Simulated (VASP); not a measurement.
Wanted: the native input for a VASP 6.6.1 run.

| Item | Value |
| --- | --- |
| Task | single point |
| Functional | PBE |
| Potentials or basis | VASP PAW PBE potentials, release 64 (Ti_sv, Al) |
| Cutoff | 520 eV |
| k mesh | 6 × 6 × 6 |
| Occupations | gaussian, width 0.1 eV |
| Spin | no spin polarisation |
| Dipole correction | no |
| Further INCAR settings | ALGO = Fast; EDIFF = 1e-06; NBANDS = 28 |

The structure of Ti3Al lies in POSCAR:

```
Ti3Al
1.0
    2.1403160300      1.2357120400      3.9214052200
   -2.1403160300      1.2357120400      3.9214052200
    0.0000000000     -2.4714240800      3.9214052200
Ti Al
3 1
Direct
    0.0000000000      0.0000000000      0.5000000000
    0.5000000000      0.0000000000      0.0000000000
    0.0000000000      0.5000000000      0.0000000000
    0.5000000000      0.5000000000      0.5000000000
```

The input as run:

INCAR

```
SYSTEM = Ti3Al
  PREC = Accurate
  ENCUT = 520
  EDIFF = 1E-6
  ISMEAR = 0
  SIGMA = 0.1
  LREAL = .FALSE.
  LASPH = .TRUE.
  NELM = 80
  ALGO = Fast
  ISIF = 2
  LWAVE = .FALSE.
  LCHARG = .FALSE.
  GGA = PE
  NBANDS = 28
```

KPOINTS

```
regular mesh
0
G
  6 6 6
  0 0 0
```

Potentials or basis: VASP PAW PBE potentials, release 64 (Ti_sv, Al).

Command:

```console
$ cat potpaw_PBE.64/Ti_sv/POTCAR potpaw_PBE.64/Al/POTCAR > POTCAR
$ mpirun -np 1 vasp_std > vasp.out
```

It gave:

| Property | Result |
| --- | --- |
| Pressure | 78.9 GPa |

It took 120 s on 1 thread of Intel(R) Xeon(R) 6975P-C (Granite Rapids), on a shared host, peak memory 0.22 GiB.
